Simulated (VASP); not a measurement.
# Sn (I4/mmm) in VASP: a series of runs

The runs below take Sn through single point, relaxation of cell and atoms, with RPBE, PBE, LDA.

Everything below comes from runs of VASP 6.6.1. Logs are shortened: lines on timing, memory, paths and dates and some standing lists are left out, and cuts for length are marked.

## (1) The cell of the first run

It takes space group I4/mmm (No. 139, tetragonal). Conventional cell: a = 4.108 Å, b = 4.108 Å, c = 3.398 Å, α = 90.00°, β = 90.00°, γ = 90.00°. Within 4.4 Å of Sn (site symmetry 4/mmm) lie 14 Sn at 3.37 to 4.11 Å.

## (2) Single point, RPBE

Contents of INCAR:

```
  PREC = Accurate
  ENCUT = 520
  EDIFF = 1E-7
  ISMEAR = -1
  SIGMA = 0.05
  LREAL = False
  LASPH = True
  NELM = 80
  ALGO = Normal
  ISIF = 2
  LWAVE = False
  LCHARG = False
  GGA = RP
  NBANDS = 13
```

Contents of KPOINTS:

```
regular mesh
0
Gamma
  10 10 10
```

Contents of POSCAR:

```
Sn
1.0
   -2.0540866347      2.0540866347      1.6991590145
    2.0540866347     -2.0540866347      1.6991590145
    2.0540866347      2.0540866347     -1.6991590145
Sn
1
Direct
    0.0000000000      0.0000000000      0.0000000000
```

Potentials or basis: VASP PAW PBE potentials, release 64 (Sn_d).

Command:

```console
cat potpaw_PBE.64/Sn_d/POTCAR > POTCAR
mpirun -np 1 vasp_std > vasp.out
```

OUTCAR:

```text
PREC = Accurate
   ENCUT = 520
   EDIFF = 1E-7
   ISMEAR = -1
   LREAL = False
   LASPH = True
   NELM = 80
   ISIF = 2
   GGA = RP

 ion  position               nearest neighbor table
   1  0.000  0.000  0.000-

  LATTYP: Found a body centered tetragonal cell.
 ALAT       =     4.1081732694
 C/A-ratio  =     0.8272090309

  Lattice vectors:

 A1 = (  -2.0540866347,   2.0540866347,   1.6991590145)
 A2 = (   2.0540866347,  -2.0540866347,   1.6991590145)
 A3 = (   2.0540866347,   2.0540866347,  -1.6991590145)

Analysis of symmetry for initial positions (statically):
=====================================================================
 Subroutine PRICEL returns:
 Original cell was already a primitive cell.

 Routine SETGRP: Setting up the symmetry group for a
 body centered tetragonal supercell.

 Subroutine GETGRP returns: Found 16 space group operations
 (whereof 16 operations were pure point group operations)
 out of a pool of 16 trial point group operations.

The static configuration has the point symmetry D_4h.

Analysis of symmetry for dynamics (positions and initial velocities):
=====================================================================
 Subroutine PRICEL returns:
 Original cell was already a primitive cell.

 Routine SETGRP: Setting up the symmetry group for a
 body centered tetragonal supercell.

 Subroutine GETGRP returns: Found 16 space group operations
 (whereof 16 operations were pure point group operations)
 out of a pool of 16 trial point group operations.

The dynamic configuration has the point symmetry D_4h.

 Subroutine INISYM returns: Found 16 space group operations
 (whereof 16 operations are pure point group operations),
 and found     1 'primitive' translations

----------------------------------------------------------------------------------------

                                     Primitive cell

  volume of cell :      28.6769

  direct lattice vectors                    reciprocal lattice vectors
    -2.054086635  2.054086635  1.699159014     0.000000000  0.243417192  0.294263218
     2.054086635 -2.054086635  1.699159014     0.243417192  0.000000000  0.294263218
     2.054086635  2.054086635 -1.699159014     0.243417192  0.243417192  0.000000000

  length of vectors
     3.365365532  3.365365532  3.365365532     0.381893664  0.381893664  0.344243894

  position of ions in fractional coordinates (direct lattice)
     0.000000000  0.000000000  0.000000000

  ion indices of the primitive-cell ions
[... 75 lines left out ...]
   LREAL  =      F    real-space projection
   EDIFFG = 0.1E-05   stopping-criterion for IOM
   NSW    =      0    number of steps for IOM
   IBRION =     -1    ionic relax: 0-MD 1-quasi-New 2-CG
   NFREE  =      0    steps in history (QN), initial steepest desc. (CG)
   ISIF   =      2    stress and relaxation
   ISYM   =      2    0-nonsym 1-usesym 2-fastsym
   POTIM  = 0.5000    time-step for ionic-motion
   TEBEG  =    0.0;   TEEND  =   0.0 temperature during run
   PSTRESS=    0.0 pullay stress
   NELECT =      14.0000    total number of electrons
   NUPDOWN=      -1.0000    fix difference up-down
   EMIN   =  10.00;   EMAX   =-10.00  energy-range for DOS
   EFERMI =   0.00;   METHOD = LEGACY
   ISMEAR =    -1;   SIGMA  =   0.05  broadening in eV -4-tet -1-fermi 0-gaus
   EFERMI_NEDOS =   21; number of points for ismear=-14 and -15
   IALGO  =     38    algorithm
   IMIX   =      4    mixing-type and parameters
     AMIX     =   0.40;   BMIX     =  1.00
     AMIX_MAG =   1.60;   BMIX_MAG =  1.00
  volume/ion in A,a.u.               =      28.68       193.52
  Fermi-wavevector in a.u.,A,eV,Ry     =   1.289062  2.435973 22.608526  1.661680
  Thomas-Fermi vector in A             =   2.420977
   LORBIT       =      0    0 simple, 1 ext, 2 COOP (PROOUT), +10 PAW based schemes
   GGA     = RP    functional components
   LHFCALC =     F    Hartree Fock is set to
   AEXX    =    0.0000 exact exchange contribution
   IVDW    =     0    specifies the selected vdW correction
   LEPSILON=     F    determine dielectric tensor
   LRPA    =     F    only Hartree local field effects (RPA)
 non-spin polarized calculation
  energy-cutoff  :      520.00
  volume of cell :       28.68
 maximum number of plane-waves:       799
 NGX is ok and might be reduce to    28
   NGX = 13   NGY = 13   NGZ = 13

 number of electron      14.0000002 magnetization

 Free energy of the ion-electron system (eV)
  ---------------------------------------------------
  ext. energy  EPLUGINS =         0.00000000
  ---------------------------------------------------
  free energy    TOTEN  =        -3.41612730 eV

  energy without entropy =       -3.41074385  energy(sigma->0) =       -3.41343558

 E-fermi :   7.5181     XC(G=0): -10.0299

 val. band max:        7.5153136932   @ k =   0.5000   0.2000   0.0000
 cond. band min:       7.5558465103   @ k =  -0.3000  -0.4000   0.3000
 fundamental gap:      0.0405328171
 Fermi energy:         7.5181094207

 k-point     1 :       0.0000    0.0000    0.0000
  band No.  band energies     occupation
      1     -14.0628      2.00000
      2     -14.0037      2.00000
      3     -14.0037      2.00000
      4     -13.9920      2.00000
      5     -13.9020      2.00000
      6      -3.1471      2.00000
      7      14.1293      0.00000
      8      14.1293      0.00000
      9      16.3156      0.00000
     10      17.6267      0.00000
     11      18.7292      0.00000
     12      19.7976      0.00000
     13      19.7976      0.00000
[... 354 lines left out ...]
  band No.  band energies     occupation
      1     -14.0402      2.00000
      2     -13.9713      2.00000
      3     -13.9507      2.00000
      4     -13.9245      2.00000
      5     -13.9057      2.00000
      6       1.6403      2.00000
      7       5.0976      2.00000
      8       6.4715      2.00000
      9      11.8262      0.00000
     10      16.4729      0.00000
     11      18.6226      0.00000
     12      22.7951      0.00000
     13      23.4176      0.00000

 [... further k-points ...]
[... 5 lines left out ...]
  --------------------------------------------------------------------------------------
  -------------------------------------------------------------------------------------
  Total       -0.0116034     -0.0116034     -0.0122896      0.0000000      0.0000000      0.0000000
  in kB       -0.6482814     -0.6482814     -0.6866189      0.0000000      0.0000000      0.0000000
  external PRESSURE =      -0.6610606 kB  Pullay stress =       0.0000000 kB

 VOLUME and BASIS-vectors are now :
 -----------------------------------------------------------------------------
  energy-cutoff  :      520.00
  volume of cell :       28.68
      direct lattice vectors                 reciprocal lattice vectors
    -2.054086635  2.054086635  1.699159014     0.000000000  0.243417192  0.294263218
     2.054086635 -2.054086635  1.699159014     0.243417192  0.000000000  0.294263218
     2.054086635  2.054086635 -1.699159014     0.243417192  0.243417192  0.000000000

 POSITION                                       TOTAL-FORCE (eV/Angst)
 -----------------------------------------------------------------------------------
      0.00000      0.00000      0.00000         0.000000     -0.000000      0.000000
 -----------------------------------------------------------------------------------
    total drift:                               -0.000000     -0.000000     -0.000000

  FREE ENERGIE OF THE ION-ELECTRON SYSTEM (eV)
  ---------------------------------------------------
  free  energy   TOTEN  =        -3.4161273042 eV

  energy  without entropy=       -3.4107438470  energy(sigma->0) =       -3.41343558
```

Run time: 18 s. Hardware: 1 thread of Intel Xeon Platinum 8559C (Emerald Rapids), shared host; peak memory 0.17 GiB.

What came out:

```yaml
Free_energy: -3.4161 eV
Pressure: -0.1 GPa
Band_gap_on_the_k_mesh: zero (band 7 reaches 14.13 eV, above the bottom of band 8 at 5.63 eV)
```

Caveat: the PAW data sets were made with another functional, which shifts forces and pressure a little; spin-orbit coupling is left out, which moves the levels of the heavy elements.

## (3) Relaxation of cell and atoms, PBE

This run uses another cell than the first one, of 27.35 Å³/atom, 0.954 times its volume.

Contents of INCAR:

```
PREC = Accurate
ENCUT = 600
EDIFF = 1E-6
ISMEAR = -1
SIGMA = 0.05
LREAL = False
LASPH = True
NELM = 80
ALGO = Fast
ISIF = 3
LWAVE = False
LCHARG = False
GGA = PE
IBRION = 2
NSW = 60
EDIFFG = -0.01
```

Contents of KPOINTS:

```
Automatic mesh
0
Gamma
  10 10 10
```

Contents of POSCAR:

```
Sn
1.0
   -2.0291894110      2.0291894110      1.6607599896
    2.0291894110     -2.0291894110      1.6607599896
    2.0291894110      2.0291894110     -1.6607599896
Sn
1
Direct
    0.0000000000      0.0000000000      0.0000000000
```

Potentials or basis: VASP PAW PBE potentials, release 64 (Sn_d).

Command:

```console
cat potpaw_PBE.64/Sn_d/POTCAR > POTCAR
mpirun -np 1 vasp_std > vasp.out
```

Run time: 78 s. Hardware: 1 thread of Intel Xeon Platinum 8559C (Emerald Rapids), shared host; peak memory 0.19 GiB.

It converged, with:

```yaml
Free_energy: -3.7812 eV
Relaxed_volume: 27.73 Å³/atom
Relaxed_cell: a = 3.327 Å, b = 3.327 Å, c = 3.327 Å, α = 104.81°, β = 104.81°, γ = 119.26°
Space_group_after_relaxing_to_0.05_Å: I4/mmm (No. 139)
Energy_gained_by_relaxing: 2.0 meV/atom
Ionic_steps: 7
Pressure_after_relaxing: 0.0 GPa
Band_gap_on_the_k_mesh: zero (band 7 reaches 14.60 eV, above the bottom of band 8 at 5.81 eV)
```

Step by step:
```csv
step,energy change (eV),largest force (eV/Å),pressure (GPa),volume (Å³)
1,0.0000,0.0000,0.93,27.35
2,-0.0018,0.0000,-0.08,27.99
3,-0.0019,0.0000,-0.29,27.90
4,-0.0019,0.0000,-0.12,27.82
5,-0.0019,0.0000,0.00,27.81
6,-0.0020,0.0000,0.00,27.77
7,-0.0020,0.0000,0.04,27.73
```

Final structure:
```cif
data_structure
_symmetry_space_group_name_H-M 'P 1'
_symmetry_Int_Tables_number 1
_cell_length_a 3.3273
_cell_length_b 3.3273
_cell_length_c 3.3273
_cell_angle_alpha 104.811
_cell_angle_beta 104.811
_cell_angle_gamma 119.257
_cell_volume 27.73
loop_
_atom_site_label
_atom_site_type_symbol
_atom_site_fract_x
_atom_site_fract_y
_atom_site_fract_z
_atom_site_occupancy
Sn1 Sn 0.00000 0.00000 0.00000 1
```

Levels at points of the mesh, in eV from the Fermi level:
```
           k point  band 4  band 5  band 6  band 7  band 8  band 9  band 10  band 11
(0.00, 0.00, 0.00)  -21.44  -21.34  -10.91    6.81    6.81    9.08    10.35    11.50
(0.50, 0.00, 0.00)  -21.32  -21.29   -5.78   -4.08    3.08    4.38     7.18     7.41
(0.50, 0.50, 0.00)  -21.38  -21.30   -7.16   -4.56    5.57    7.56    10.12    10.70
(0.50, 0.50, 0.50)  -21.32  -21.29   -3.33   -1.44   -1.44    2.32     3.14     5.88
```

Caveat: spin-orbit coupling is left out, which moves the levels of the heavy elements.

## (4) Relaxation of cell and atoms, LDA

This run uses another cell than the first one, of 27.35 Å³/atom, 0.954 times its volume.

Contents of INCAR:

```
  ALGO = Fast
  EDIFF = 1E-7
  EDIFFG = -0.01
  ENCUT = 600
  IBRION = 2
  ISIF = 3
  ISMEAR = -1
  LASPH = T
  LCHARG = F
  LREAL = F
  LWAVE = F
  NELM = 100
  NSW = 60
  PREC = Accurate
  SIGMA = 0.05
```

Contents of KPOINTS:

```
k-points
0
Gamma
  10 10 10
```

POSCAR is that of step 3.

Potentials or basis: VASP PAW LDA potentials, release 64 (Sn_d).

Command:

```console
cat potpaw_LDA.64/Sn_d/POTCAR > POTCAR
mpirun -np 1 vasp_std > vasp.out
```

Wall time 70 s (1 thread of Intel Xeon Platinum 8559C (Emerald Rapids), shared host); peak memory 0.18 GiB.

The run converged. Its results:

```yaml
Free_energy: -4.4475 eV
Relaxed_volume: 25.60 Å³/atom
Relaxed_cell: a = 3.239 Å, b = 3.239 Å, c = 3.239 Å, α = 104.89°, β = 104.89°, γ = 119.08°
Space_group_after_relaxing_to_0.05_Å: I4/mmm (No. 139)
Energy_gained_by_relaxing: 19.0 meV/atom
Ionic_steps: 5
Pressure_after_relaxing: 0.0 GPa
Band_gap_on_the_k_mesh: zero (band 7 reaches 15.80 eV, above the bottom of band 8 at 6.30 eV)
```

Step by step:
```csv
step,energy change (eV),largest force (eV/Å),pressure (GPa),volume (Å³)
1,0.0000,0.0000,-3.12,27.35
2,-0.0175,0.0000,0.86,25.30
3,-0.0183,0.0000,0.04,25.63
4,-0.0189,0.0000,0.04,25.61
5,-0.0190,0.0000,0.04,25.60
```

Final structure:
```
Sn
1.0
    -1.97437    1.97437    1.64194
     1.97437   -1.97437    1.64194
     1.97437    1.97437   -1.64194
Sn
1
Direct
  0.00000 0.00000 0.00000
```

Levels at points of the mesh, in eV from the Fermi level:
| k point | band 4 | band 5 | band 6 | band 7 | band 8 | band 9 | band 10 | band 11 |
| --- | --- | --- | --- | --- | --- | --- | --- | --- |
| (0.00, 0.00, 0.00) | -21.38 | -21.25 | -11.53 | 7.28 | 7.28 | 9.79 | 10.92 | 12.16 |
| (0.50, 0.00, 0.00) | -21.23 | -21.19 | -5.90 | -4.46 | 3.24 | 4.58 | 7.66 | 7.76 |
| (0.50, 0.50, 0.00) | -21.30 | -21.20 | -7.37 | -4.97 | 5.87 | 7.98 | 10.75 | 11.13 |
| (0.50, 0.50, 0.50) | -21.22 | -21.18 | -3.09 | -1.61 | -1.61 | 2.32 | 3.19 | 6.12 |

Caveat: spin-orbit coupling is left out, which moves the levels of the heavy elements.

## (5) Summary

| task | level | potentials or basis | cell | cutoff (eV) | gap on the mesh (eV) | pressure (GPa) | relaxed volume (Å³/atom) |
| --- | --- | --- | --- | --- | --- | --- | --- |
| single point | RPBE | VASP PAW PBE potentials, release 64 (Sn_d) | a = 3.365 Å, angles 104.8, 104.8, 119.4°, 1 atom | 520 | none | -0.1 | - |
| relaxation of cell and atoms | PBE | VASP PAW PBE potentials, release 64 (Sn_d) | relaxed from a = 3.316 Å, angles 104.5, 104.5, 119.9°, 1 atom | 600 | none | 0.0 | 27.73 |
| relaxation of cell and atoms | LDA | VASP PAW LDA potentials, release 64 (Sn_d) | relaxed from a = 3.316 Å, angles 104.5, 104.5, 119.9°, 1 atom | 600 | none | 0.0 | 25.60 |

Alike in all rows: no spin polarisation; k mesh 10 × 10 × 10; smearing fermi-dirac 0.05 eV.

Caveats: spin-orbit coupling is left out, which moves the levels of the heavy elements; the PAW data sets were made with another functional, which shifts forces and pressure a little (some runs).

Total energies depend on the potentials used, so only differences within one code and one set of settings carry meaning.
